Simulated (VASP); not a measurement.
Nb2BiN:

```
CELL_PARAMETERS angstrom
1.72649 0.99679 5.63871
-1.72649 0.99679 5.63871
0.00000 -1.99358 5.63871
ATOMIC_POSITIONS crystal
Nb 0.75000 0.75000 0.75000
Nb 0.25000 0.25000 0.25000
Bi 0.50000 0.50000 0.50000
N 0.00000 0.00000 0.00000
```

* Program: VASP 6.6.1
* Task: relaxation of cell and atoms
* Functional: PBEsol
* Potentials or basis: VASP PAW PBE potentials, release 64 (Nb_sv, Bi_d, N)
* Cutoff: 600 eV
* k mesh: 6 × 6 × 6
* Occupations: gaussian, width 0.1 eV
* Spin: no spin polarisation

At the start: pressure 54.4 GPa; volume 14.56 Å³/atom.

Problem. Where does the relaxation end?

Solution. Over 13 steps the energy falls by 2196.5 meV/atom and the volume is 16.50 Å³/atom (+13.4 %); space group R-3m (No. 166, to 0.1 Å) before and after.

Step by step:
| step | energy change (eV) | largest force (eV/Å) | pressure (GPa) | volume (Å³) |
| --- | --- | --- | --- | --- |
| 1 | 0.0000 | 11.0243 | 54.40 | 58.22 |
| 2 | -0.9763 | 2.4633 | -29.93 | 110.58 |
| 3 | -4.9046 | 4.5896 | -22.28 | 79.10 |
| 4 | -4.9787 | 5.0600 | -19.32 | 76.68 |
| 5 | -4.9830 | 5.4215 | -16.79 | 74.99 |
| 6 | -8.2856 | 0.8946 | -3.18 | 66.11 |
| 7 | -8.3621 | 0.2628 | 2.46 | 64.89 |
| 8 | -8.7274 | 0.5787 | 2.23 | 65.75 |
| 9 | -8.7567 | 0.7721 | 2.83 | 65.99 |
| 10 | -8.7279 | 0.4985 | -6.74 | 68.76 |
| 11 | -8.7765 | 0.2358 | -1.11 | 67.04 |
| 12 | -8.7845 | 0.0978 | -0.38 | 66.42 |
| 13 | -8.7861 | 0.0414 | 0.15 | 66.00 |

Final structure:
```xyz
4
Lattice="1.6878 0.9745 6.6884 -1.6878 0.9745 6.6884 0.0000 -1.9489 6.6884" Properties=species:S:1:pos:R:3 pbc="T T T"
Nb    0.0000    0.0000   14.3345
Nb    0.0000    0.0000    5.7308
Bi    0.0000    0.0000   10.0327
N     0.0000    0.0000    0.0000
```

Caveat: a cell axis changed by over 15 % at a fixed basis, so the end point is rough; the PAW data sets were made with another functional, which shifts forces and pressure a little; the relaxation stopped at a loose force limit of 0.05 eV/Å, so its end isn't a converged minimum.
